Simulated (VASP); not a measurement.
# SiC (I-4m2) in VASP: further runs

SiC is run at these levels: LDA; tasks: single point.

Everything below comes from runs of VASP 6.6.1. Logs are shortened: lines on timing, memory, paths and dates and some standing lists are left out, and cuts for length are marked.

## Step 1: The cell of the first run

Symmetry: I-4m2, No. 119, tetragonal system. The conventional cell has a = 3.000 Å, b = 3.000 Å, c = 4.389 Å, α = 90.00°, β = 90.00°, γ = 90.00°. Within 2.5 Å of Si (site symmetry -4m2) lie 4 C at 1.86 Å. Within 2.5 Å of C (site symmetry -4m2) lie 4 Si at 1.86 Å.

## Step 2: Single point, LDA (in-plane strain -0.02, then relaxed in part)

INCAR reads:

```
PREC = Accurate ; ENCUT = 520
EDIFF = 1E-6 ; ISMEAR = 0
SIGMA = 0.01 ; LREAL = False
LASPH = True ; NELM = 80
ALGO = Normal ; ISIF = 2
LWAVE = False ; LCHARG = True
GGA = CA ; LELF = True
LVHAR = True ; NBANDS = 11
```

KPOINTS reads:

```
Automatic mesh
0
Gamma
  10 10 10
```

POSCAR reads:

```
SiC
1.0
    2.1211956799      2.1211956799      0.0000000000
   -2.1211956799      2.1211956799      0.0000000000
    0.0000000000      2.1211956799      2.1943214682
Si C
1 1
Direct
    0.0000000000      0.0000000000      0.0000000000
    0.7500000000      0.2500000000      0.5000000000
```

Potentials or basis: VASP PAW LDA potentials, release 64 (Si, C).

Run with:

```
cat potpaw_LDA.64/Si/POTCAR potpaw_LDA.64/C/POTCAR > POTCAR
mpirun -np 1 vasp_std > vasp.out
```

OUTCAR:

```text
PREC = Accurate
   ENCUT = 520
   EDIFF = 1E-6
   ISMEAR = 0
   LREAL = False
   LASPH = True
   NELM = 80
   ISIF = 2
   GGA = CA

 ion  position               nearest neighbor table
   1  0.000  0.000  0.000-   2 1.86   2 1.86   2 1.86   2 1.86
   2  0.750  0.250  0.500-   1 1.86   1 1.86   1 1.86   1 1.86

  LATTYP: Found a body centered tetragonal cell.
 ALAT       =     2.9998236990
 C/A-ratio  =     1.4629669530

  Lattice vectors:

 A1 = (   2.1211956799,   0.0000000000,  -2.1943214682)
 A2 = (  -2.1211956799,   0.0000000000,  -2.1943214682)
 A3 = (   0.0000000000,   2.1211956799,   2.1943214682)

Analysis of symmetry for initial positions (statically):
=====================================================================
 Subroutine PRICEL returns:
 Original cell was already a primitive cell.

 Routine SETGRP: Setting up the symmetry group for a
 body centered tetragonal supercell.

 Subroutine GETGRP returns: Found  8 space group operations
 (whereof  8 operations were pure point group operations)
 out of a pool of 16 trial point group operations.

The static configuration has the point symmetry D_2d.

Analysis of symmetry for dynamics (positions and initial velocities):
=====================================================================
 Subroutine PRICEL returns:
 Original cell was already a primitive cell.

 Routine SETGRP: Setting up the symmetry group for a
 body centered tetragonal supercell.

 Subroutine GETGRP returns: Found  8 space group operations
 (whereof  8 operations were pure point group operations)
 out of a pool of 16 trial point group operations.

The dynamic configuration has the point symmetry D_2d.

 Subroutine INISYM returns: Found  8 space group operations
 (whereof  8 operations are pure point group operations),
 and found     1 'primitive' translations

----------------------------------------------------------------------------------------

                                     Primitive cell

  volume of cell :      19.7466

  direct lattice vectors                    reciprocal lattice vectors
     2.121195680  2.121195680  0.000000000     0.235716113  0.235716113 -0.227860871
    -2.121195680  2.121195680  0.000000000    -0.235716113  0.235716113 -0.227860871
     0.000000000  2.121195680  2.194321468     0.000000000  0.000000000  0.455721741

  length of vectors
     2.999823699  2.999823699  3.051969498     0.403787999  0.403787999  0.455721741

  position of ions in fractional coordinates (direct lattice)
     0.000000000  0.000000000  0.000000000
     0.750000000  0.250000000  0.500000000

  ion indices of the primitive-cell ions
[... 80 lines left out ...]
   NFREE  =      0    steps in history (QN), initial steepest desc. (CG)
   ISIF   =      2    stress and relaxation
   ISYM   =      2    0-nonsym 1-usesym 2-fastsym
   POTIM  = 0.5000    time-step for ionic-motion
   TEBEG  =    0.0;   TEEND  =   0.0 temperature during run
   PSTRESS=    0.0 pullay stress
   NELECT =       8.0000    total number of electrons
   NUPDOWN=      -1.0000    fix difference up-down
   EMIN   =  10.00;   EMAX   =-10.00  energy-range for DOS
   EFERMI =   0.00;   METHOD = LEGACY
   ISMEAR =     0;   SIGMA  =   0.01  broadening in eV -4-tet -1-fermi 0-gaus
   EFERMI_NEDOS =   21; number of points for ismear=-14 and -15
   IALGO  =     38    algorithm
   IMIX   =      4    mixing-type and parameters
     AMIX     =   0.40;   BMIX     =  1.00
     AMIX_MAG =   1.60;   BMIX_MAG =  1.00
  volume/ion in A,a.u.               =       9.87        66.63
  Fermi-wavevector in a.u.,A,eV,Ry     =   1.211363  2.289144 19.965189  1.467400
  Thomas-Fermi vector in A             =   2.346881
   LORBIT       =      0    0 simple, 1 ext, 2 COOP (PROOUT), +10 PAW based schemes
   GGA     = CA    functional components
   LHFCALC =     F    Hartree Fock is set to
   AEXX    =    0.0000 exact exchange contribution
   IVDW    =     0    specifies the selected vdW correction
   LEPSILON=     F    determine dielectric tensor
   LRPA    =     F    only Hartree local field effects (RPA)
 non-spin polarized calculation
 Gauss-broadening in eV      SIGMA  =   0.01
  energy-cutoff  :      520.00
  volume of cell :       19.75
 maximum number of plane-waves:       548
 NGX is ok and might be reduce to    24
   NGX = 11   NGY = 11   NGZ = 11

 number of electron       7.9999999 magnetization

 Free energy of the ion-electron system (eV)
  ---------------------------------------------------
  ext. energy  EPLUGINS =         0.00000000
  ---------------------------------------------------
  free energy    TOTEN  =       -16.61738573 eV

  energy without entropy =      -16.61738573  energy(sigma->0) =      -16.61738573

 E-fermi :   8.7778     XC(G=0): -11.7578

 val. band max:        8.6892983508   @ k =   0.0000   0.0000   0.0000
 cond. band min:       9.7682021602   @ k =   0.5000   0.5000   0.0000
 fundamental gap:      1.0789038094
 Fermi energy:         8.7778021134

 k-point     1 :       0.0000    0.0000    0.0000
  band No.  band energies     occupation
      1      -7.0819      2.00000
      2       8.4433      2.00000
      3       8.6893      2.00000
      4       8.6893      2.00000
      5      15.4420      0.00000
      6      16.1023      0.00000
      7      16.1023      0.00000
      8      16.1795      0.00000
      9      22.7572      0.00000
     10      23.8742      0.00000
     11      25.2302      0.00000
[... 309 lines left out ...]
 k-point    24 :       0.4000    0.3000    0.0000
  band No.  band energies     occupation
      1      -2.0581      2.00000
      2       1.1411      2.00000
      3       3.2758      2.00000
      4       6.1051      2.00000
      5      12.0838      0.00000
      6      17.2863      0.00000
      7      19.5287      0.00000
      8      20.6133      0.00000
      9      22.1451      0.00000
     10      24.4391      0.00000
     11      30.6874      0.00000

 [... further k-points ...]
[... 5 lines left out ...]
  --------------------------------------------------------------------------------------
  -------------------------------------------------------------------------------------
  Total        1.2294309      1.2294309      0.0543835      0.0000000      0.0000000     -0.0000000
  in kB       99.7523184     99.7523184      4.4125156      0.0000000      0.0000000     -0.0000000
  external PRESSURE =      67.9723842 kB  Pullay stress =       0.0000000 kB

 VOLUME and BASIS-vectors are now :
 -----------------------------------------------------------------------------
  energy-cutoff  :      520.00
  volume of cell :       19.75
      direct lattice vectors                 reciprocal lattice vectors
     2.121195680  2.121195680  0.000000000     0.235716113  0.235716113 -0.227860871
    -2.121195680  2.121195680  0.000000000    -0.235716113  0.235716113 -0.227860871
     0.000000000  2.121195680  2.194321468     0.000000000  0.000000000  0.455721741

 POSITION                                       TOTAL-FORCE (eV/Angst)
 -----------------------------------------------------------------------------------
      0.00000      0.00000      0.00000        -0.000000      0.000000      0.000000
      1.06060      3.18179      1.09716         0.000000     -0.000000      0.000000
 -----------------------------------------------------------------------------------
    total drift:                                0.000000      0.000000     -0.000000

  FREE ENERGIE OF THE ION-ELECTRON SYSTEM (eV)
  ---------------------------------------------------
  free  energy   TOTEN  =       -16.6173857253 eV

  energy  without entropy=      -16.6173857253  energy(sigma->0) =      -16.61738573
```

OSZICAR:

```text
N       E                     dE             d eps       ncg     rms          rms(c)
DAV:   1     0.123614162536E+01    0.12361E+01   -0.40371E+03  2340   0.617E+02
DAV:   2    -0.182396445680E+02   -0.19476E+02   -0.18415E+02  2824   0.110E+02
DAV:   3    -0.187951736338E+02   -0.55553E+00   -0.55455E+00  2776   0.155E+01
DAV:   4    -0.187973291269E+02   -0.21555E-02   -0.21554E-02  2615   0.124E+00
DAV:   5    -0.187973390345E+02   -0.99077E-05   -0.99076E-05  2793   0.765E-02    0.958E+00
DAV:   6    -0.167212319570E+02    0.20761E+01   -0.73223E+00  2529   0.122E+01    0.426E+00
DAV:   7    -0.166384221838E+02    0.82810E-01   -0.44471E-01  2700   0.382E+00    0.188E+00
DAV:   8    -0.166177997884E+02    0.20622E-01   -0.27660E-02  2601   0.101E+00    0.183E-01
DAV:   9    -0.166173734680E+02    0.42632E-03   -0.20204E-03  2790   0.245E-01    0.987E-02
DAV:  10    -0.166173854473E+02   -0.11979E-04   -0.12394E-04  2526   0.693E-02    0.342E-02
DAV:  11    -0.166173857253E+02   -0.27796E-06   -0.26666E-06  2730   0.106E-02
   1 F= -.16617386E+02 E0= -.16617386E+02  d E =-.108256E-38
```

stdout:

```text
POSCAR found type information on POSCAR SiC
 POSCAR found :  2 types and       2 ions
 scaLAPACK will be used
 LDA part: xc-table for (Slater(with rela. corr.)+CA(PZ))
 , standard interpolation
 POSCAR, INCAR and KPOINTS ok, starting setup
 FFT: planning ... GRIDC
 FFT: planning ... GRID_SOFT
 FFT: planning ... GRID
 WAVECAR not read
 entering main loop
```

Run time: 21 s. Hardware: 1 thread of Intel Xeon Platinum 8259CL at 2.50GHz (Skylake/Cascade Lake), shared host; peak memory 0.13 GiB.

Results:

- Free energy: -16.6174 eV
- Pressure: 6.8 GPa
- Band gap on the k mesh: 1.08 eV, indirect (least direct gap 4.51 eV)

Stress tensor (GPa, compression positive):
```
9.98 0.00 0.00
0.00 9.98 0.00
0.00 0.00 0.44
```

Levels at points of the mesh, in eV from the valence-band top:
```csv
k point,band 2,band 3,band 4,band 5,band 6,band 7
"(0.00, 0.00, 0.00)",-0.25,0.00,0.00,6.75,7.41,7.41
"(0.50, 0.00, 0.00)",-8.90,-1.37,-0.93,5.58,7.13,7.51
"(0.50, 0.50, 0.00)",-7.90,-3.52,-3.46,1.08,4.07,13.66
"(0.00, 0.00, 0.50)",-8.34,-3.11,-3.11,1.40,4.67,14.39
```

Caveat: the cell differs from its parent crystal (in-plane strain -0.02, then relaxed in part). A k mesh can miss the band edges.

(Continued in part 2 of 2.)
